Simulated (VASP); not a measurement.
BaTiO3, 5 atoms in the cell. The typed cell holds 5 atoms: a = 3.944 Å, b = 3.944 Å, c = 3.945 Å, α = 89.95°, β = 89.95°, γ = 89.95°. 

| Quantity | Value |
| --- | --- |
| Program | VASP 6.6.1 |
| Task | single point |
| Functional | LDA |
| Potentials or basis | VASP PAW LDA potentials, release 64 (Ba_sv, Ti_sv, O) |
| Cutoff | 600 eV |
| k mesh | 7 × 7 × 7 |
| Occupations | fermi-dirac, width 0.05 eV |
| Spin | no spin polarisation |
| Hubbard terms | Ti d U = 1.0 eV |
| Dipole correction | no |
| Further INCAR settings | ALGO = Normal; EDIFF = 1e-06; NBANDS = 28 |

Potentials or basis: VASP PAW LDA potentials, release 64 (Ba_sv, Ti_sv, O).

Command:

```sh
$ cat potpaw_LDA.64/Ba_sv/POTCAR potpaw_LDA.64/Ti_sv/POTCAR potpaw_LDA.64/O/POTCAR > POTCAR
$ mpirun -np 1 vasp_std > vasp.out
```

Hardware: 1 thread of Intel(R) Xeon(R) 6975P-C (Granite Rapids), on a shared host.

**Question.** Estimate the wall time of this run.

**Answer.** Wall time 2 min on 1 thread of Intel(R) Xeon(R) 6975P-C (Granite Rapids) (shared host), peak memory 0.42 GiB. Counts: scf iterations 15, k points 172.
